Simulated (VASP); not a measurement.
Input of a VASP 6.6.1 run:

Contents of INCAR:

```
SYSTEM = N
ALGO = Normal
EDIFF = 1E-6
ENCUT = 520
GGA = PS
ISIF = 2
ISMEAR = 1
IVDW = 12
LASPH = .TRUE.
LCHARG = .FALSE.
LREAL = .FALSE.
LWAVE = .FALSE.
NBANDS = 12
NELM = 100
PREC = Accurate
SIGMA = 0.1
```

The input KPOINTS:

```
k-points
0
G
  9 9 8
  0 0 0
```

POSCAR

```
N
1.0
    2.5194737886      0.0000000000      0.0000000000
   -1.2597368943      2.1819283051      0.0000000000
    0.0000000000      0.0000000000      2.4460020000
N
2
Direct
    0.3372590000      0.6722270000      0.7596520000
    0.6652740000      0.3336450000      0.2570860000
```

Potentials or basis: VASP PAW PBE potentials, release 64 (N).

The run is started by

```sh
$ cat potpaw_PBE.64/N/POTCAR > POTCAR
$ mpirun -np 1 vasp_std > vasp.out
```

What does it give for the dispersion energy per atom?

-0.095 eV.

Predict the largest force.

0.352 eV/Å.

Predict the band gap on the k mesh.

zero (band 5 reaches 7.85 eV, above the bottom of band 6 at 3.12 eV).

Stress tensor (GPa, compression positive):
```
  1.63   1.12  -0.04
  1.12  -1.77  -0.04
 -0.04  -0.04 -10.27
```

Caveat: the cell differs from its parent crystal (atoms moved at random); the PAW data sets were made with another functional, which shifts forces and pressure a little; pairwise dispersion overbinds metals, which lowers pressure and volume.
